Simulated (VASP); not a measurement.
# Mg (Fd-3m) in VASP: further runs, part 2 of 2

VASP 6.6.1. The steps go on from the part before.

### 4 Single point, PBE, non-collinear spin, zero start, spin-orbit coupling

This run uses another cell than the first one, of 40.42 Å³/atom, 0.893 times its volume.

Input file INCAR:

```
SYSTEM = Mg
PREC     = Accurate       ! precision mode
ENCUT    = 520            ! plane-wave cutoff, eV
EDIFF    = 1E-6           ! SCF threshold, eV
ISMEAR   = -1             ! smearing method
SIGMA    = 0.1            ! smearing width, eV
LREAL    = .False.        ! projectors in reciprocal space
LASPH    = .True.         ! aspherical terms in the spheres
NELM     = 150            ! most SCF steps
ALGO     = Normal         ! electronic algorithm
ISIF     = 2              ! what is computed and relaxed
LWAVE    = .False.        ! write WAVECAR
LCHARG   = .True.         ! write CHGCAR
MAGMOM   = 0 0 0 0 0 0    ! initial moments
LORBIT   = 11             ! projections on sites
LSORBIT  = .True.         ! spin-orbit coupling
GGA_COMPAT= .False.      
LORBMOM  = .True.       
GGA      = PE             ! functional
LVHAR    = .True.       
NBANDS   = 16             ! bands
```

Input file KPOINTS:

```
regular mesh
0
Gamma
  8 8 8
  0 0 0
```

Input file POSCAR:

```
Mg
1.0
    0.0000000000      3.4318472317      3.4318472317
    3.4318472317      0.0000000000      3.4318472317
    3.4318472317      3.4318472317      0.0000000000
Mg
2
Direct
    0.1250000000      0.1250000000      0.1250000000
    0.8750000000      0.8750000000      0.8750000000
```

Potentials or basis: VASP PAW PBE potentials, release 64 (Mg).

Launch:

```console
$ cat potpaw_PBE.64/Mg/POTCAR > POTCAR
$ mpirun -np 1 vasp_ncl > vasp.out
```

OUTCAR:

```text
SYSTEM = Mg
   PREC = Accurate
   ENCUT = 520
   EDIFF = 1E-6
   ISMEAR = -1
   LREAL = .False.
   LASPH = .True.
   NELM = 150
   ISIF = 2
   LORBIT = 11
   LSORBIT = .True.
   GGA = PE

 ion  position               nearest neighbor table
   1  0.125  0.125  0.125-   2 2.97   2 2.97   2 2.97   2 2.97
   2  0.875  0.875  0.875-   1 2.97   1 2.97   1 2.97   1 2.97

  LATTYP: Found a face centered cubic cell.
 ALAT       =     6.8636944634

  Lattice vectors:

 A1 = (   0.0000000000,   3.4318472317,   3.4318472317)
 A2 = (   3.4318472317,   0.0000000000,   3.4318472317)
 A3 = (   3.4318472317,   3.4318472317,   0.0000000000)

[... 747 lines left out ...]
     0.0000000     0.0000000     0.0000000     0.0000000     0.0000000
 l=   3
     0.0000000     0.0000000     0.0000000     0.0000000     0.0000000     0.0000000     0.0000000
     0.0000000     0.0000000     0.0000000     0.0000000     0.0000000     0.0000000     0.0000000
     0.0000000     0.0000000     0.0000000     0.0000000     0.0000000     0.0000000     0.0000000
     0.0000000     0.0000000     0.0000000     0.0000000     0.0000000     0.0000000     0.0000000
     0.0000000     0.0000000     0.0000000     0.0000000     0.0000000     0.0000000     0.0000000
     0.0000000     0.0000000     0.0000000     0.0000000     0.0000000     0.0000000     0.0000000
     0.0000000     0.0000000     0.0000000     0.0000000     0.0000000     0.0000000     0.0000000

 total charge

# of ion       s       p       d       tot
------------------------------------------
    1        0.271   0.077   0.004   0.352
    2        0.271   0.077   0.004   0.352
--------------------------------------------------
tot          0.542   0.154   0.008   0.703

 magnetization (x)

# of ion       s       p       d       tot
------------------------------------------
    1        0.000  -0.000  -0.000  -0.000
    2        0.000  -0.000  -0.000   0.000
--------------------------------------------------
tot          0.000  -0.000  -0.000  -0.000

 magnetization (y)

# of ion       s       p       d       tot
------------------------------------------
    1        0.000  -0.000  -0.000  -0.000
    2        0.000  -0.000  -0.000   0.000
--------------------------------------------------
tot          0.000  -0.000  -0.000   0.000

 magnetization (z)

# of ion       s       p       d       tot
------------------------------------------
    1        0.000   0.000  -0.000  -0.000
    2        0.000   0.000  -0.000   0.000
--------------------------------------------------
tot          0.000   0.000  -0.000   0.000
```

OSZICAR:

```text
N       E                     dE             d eps       ncg     rms          rms(c)
DAV:   1     0.201217072524E+01    0.20122E+01   -0.98214E+02   928   0.327E+02
DAV:   2    -0.135965357937E+01   -0.33718E+01   -0.31769E+01  1208   0.370E+01
DAV:   3    -0.148455685027E+01   -0.12490E+00   -0.12415E+00  1272   0.519E+00
DAV:   4    -0.148557358453E+01   -0.10167E-02   -0.10167E-02  1064   0.576E-01
DAV:   5    -0.148558908025E+01   -0.15496E-04   -0.15496E-04  1208   0.734E-02    0.589E-01
DAV:   6    -0.148621503384E+01   -0.62595E-03   -0.24916E-03  1112   0.241E-01    0.380E-01
DAV:   7    -0.148641957357E+01   -0.20454E-03   -0.89039E-03  1048   0.447E-01    0.310E-02
DAV:   8    -0.148654412494E+01   -0.12455E-03   -0.50519E-04  1128   0.974E-02    0.643E-03
DAV:   9    -0.148654958588E+01   -0.54609E-05   -0.69053E-06  1152   0.137E-02    0.225E-03
DAV:  10    -0.148654902659E+01    0.55929E-06   -0.24663E-07   848   0.231E-03
   1 F= -.14865490E+01 E0= -.14654759E+01  d E =-.421463E-01  mag=    -0.0000    -0.0000    -0.0000
```

stdout:

```text
POSCAR found type information on POSCAR Mg
 POSCAR found :  1 types and       2 ions
 scaLAPACK will be used
 LDA part: xc-table for (Slater+PW92), standard interpolation
 POSCAR, INCAR and KPOINTS ok, starting setup
 FFT: planning ... GRIDC
 FFT: planning ... GRID_SOFT
 FFT: planning ... GRID
 WAVECAR not read
 entering main loop
```

Wall time 40 s (1 thread of AMD EPYC 9R45 (Zen 5), shared host); peak memory 0.35 GiB.

What came out:

| Quantity | Value |
| --- | --- |
| Free energy | -1.4865 eV |
| Pressure | 0.0 GPa |
| Net moment | 0.00 μB per cell |
| Valence electrons inside the program's atomic spheres | Mg 0.35 |

Moments on the atoms (μB; x, y, z):
```
Mg  0.00 0.00 0.00
Mg  0.00 0.00 0.00
```

### 5 Summary

```tsv
spin	cell	k mesh	gap on the mesh (eV)	pressure (GPa)
off	a = 5.040 Å, angles 60.0°, 2 atoms	9 × 9 × 9	none	-1.0
off	a = 4.853 Å, angles 60.0°, 2 atoms	13 × 13 × 13	none	0.0
non-collinear, zero start, SOC	a = 4.853 Å, angles 60.0°, 2 atoms	8 × 8 × 8	-	0.0
```

Alike in all rows: task single point; level PBE; potentials or basis VASP PAW PBE potentials, release 64 (Mg); cutoff (eV) 520; smearing fermi-dirac 0.1 eV.

Absolute energies hang on the potentials; compare differences alone.
